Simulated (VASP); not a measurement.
Ca, 1 atom in the cell. The structure is cubic, space group Fm-3m (No. 225). Conventional cell: a = 5.601 Å, b = 5.601 Å, c = 5.601 Å, α = 90.00°, β = 90.00°, γ = 90.00°. Ca (site symmetry m-3m) has 12 Ca at 3.96 Å within 5.2 Å. 

* Program: VASP 6.6.1
* Task: single point
* Functional: revPBE
* Potentials or basis: VASP PAW PBE potentials, release 64 (Ca_sv)
* Cutoff: 520 eV
* k mesh: 16 × 16 × 16
* Occupations: fermi-dirac, width 0.1 eV
* Spin: no spin polarisation
* Dipole correction: no
* Further INCAR settings: ALGO = Normal; EDIFF = 1e-07; NBANDS = 11

Potentials or basis: VASP PAW PBE potentials, release 64 (Ca_sv).

The run is started by

```sh
$ cat potpaw_PBE.64/Ca_sv/POTCAR > POTCAR
$ mpirun -np 1 vasp_std > vasp.out
```

Hardware: 1 thread of Intel(R) Xeon(R) Platinum 8559C (Emerald Rapids), on a shared host.

Question: How long does it take, and how much memory?

Answer: It took 40 s on 1 thread of Intel(R) Xeon(R) Platinum 8559C (Emerald Rapids) (shared host), peak memory 0.21 GiB. Counts: scf iterations 13, k points 145.
